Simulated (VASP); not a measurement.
Crystal: Re.

```
CELL_PARAMETERS angstrom
2.76639 0.00000 0.00000
-1.38319 2.39576 0.00000
0.00000 0.00000 8.93885
ATOMIC_POSITIONS crystal
Re 0.66667 0.33333 0.75000
Re 0.00000 0.00000 0.50000
Re 0.33333 0.66667 0.25000
Re 0.00000 0.00000 0.00000
```

- Program: VASP 6.6.1
- Task: relaxation of cell and atoms
- Functional: LDA
- Potentials or basis: VASP PAW LDA potentials, release 64 (Re_sv_GW)
- Cutoff: 560 eV
- k mesh: 8 × 8 × 3
- Occupations: fermi-dirac, width 0.05 eV
- Spin: no spin polarisation

At the start: pressure -12.3 GPa; volume 14.81 Å³/atom.

Where does the relaxation end?

Over 9 steps the energy falls by 18.9 meV/atom and the volume is 14.34 Å³/atom (-3.2 %); space group P6_3/mmc (No. 194, to 0.1 Å) before and after.

The path:
| step | energy change (eV) | largest force (eV/Å) | pressure (GPa) | volume (Å³) |
| --- | --- | --- | --- | --- |
| 1 | 0.0000 | 0.0000 | -12.34 | 59.24 |
| 2 | 1.4716 | 0.0000 | 75.66 | 49.99 |
| 3 | -0.0748 | 0.0000 | -0.85 | 57.48 |
| 4 | -0.0751 | 0.0000 | -0.03 | 57.38 |
| 5 | -0.0751 | 0.0000 | 0.19 | 57.34 |
| 6 | -0.0751 | 0.0000 | 0.09 | 57.35 |
| 7 | -0.0756 | 0.0000 | 0.12 | 57.34 |
| 8 | -0.0756 | 0.0000 | -0.39 | 57.41 |
| 9 | -0.0756 | 0.0000 | 0.01 | 57.36 |

Final structure:
```cif
data_structure
_symmetry_space_group_name_H-M 'P 1'
_symmetry_Int_Tables_number 1
_cell_length_a 2.7408
_cell_length_b 2.7408
_cell_length_c 8.8176
_cell_angle_alpha 90.000
_cell_angle_beta 90.000
_cell_angle_gamma 120.000
_cell_volume 57.36
loop_
_atom_site_label
_atom_site_type_symbol
_atom_site_fract_x
_atom_site_fract_y
_atom_site_fract_z
_atom_site_occupancy
Re1 Re 0.66667 0.33333 0.75000 1
Re2 Re 0.00000 0.00000 0.50000 1
Re3 Re 0.33333 0.66667 0.25000 1
Re4 Re 0.00000 0.00000 0.00000 1
```
